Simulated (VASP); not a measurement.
**Ca: single point with PBEsol**

The system is Ca.

```xyz
1
Lattice="3.4685 0.0000 0.0000 0.0000 3.4685 0.0000 0.0000 0.0000 3.4685" Properties=species:S:1:pos:R:3 pbc="T T T"
Ca    0.0000    0.0000    0.0000
```

This isn't the form of Ca at room conditions, which is fcc.

| Quantity | Value |
| --- | --- |
| Program | VASP 6.6.1 |
| Task | single point |
| Functional | PBEsol |
| Potentials or basis | VASP PAW PBE potentials, release 64 (Ca_sv) |
| Cutoff | 500 eV |
| k mesh | 10 × 10 × 10 |
| Occupations | fermi-dirac, width 0.1 eV |
| Spin | no spin polarisation |
| Dipole correction | no |
| Further INCAR settings | ALGO = Normal; EDIFF = 1e-06; NBANDS = 11 |

```yaml
Pressure: -0.1 GPa
Band_gap_on_the_k_mesh: zero (bands 5 and 6 overlap by 1.14 eV)
```

Levels at points of the mesh, in eV from the Fermi level:
| k point | band 3 | band 4 | band 5 | band 6 | band 7 | band 8 |
| --- | --- | --- | --- | --- | --- | --- |
| (0.00, 0.00, 0.00) | -22.93 | -22.93 | -3.92 | 0.79 | 0.79 | 4.20 |
| (0.50, 0.00, 0.00) | -22.91 | -22.91 | -1.21 | -0.49 | 1.31 | 2.92 |
| (0.50, 0.50, 0.00) | -23.14 | -22.89 | -0.43 | 0.91 | 2.43 | 2.43 |
| (0.50, 0.50, 0.50) | -23.11 | -23.11 | 0.65 | 0.65 | 0.65 | 4.99 |

It took 12 s on 1 thread of Intel(R) Xeon(R) 6975P-C (Granite Rapids), on a shared host, peak memory 0.16 GiB.

Caveat: the PAW data sets were made with another functional, which shifts forces and pressure a little.
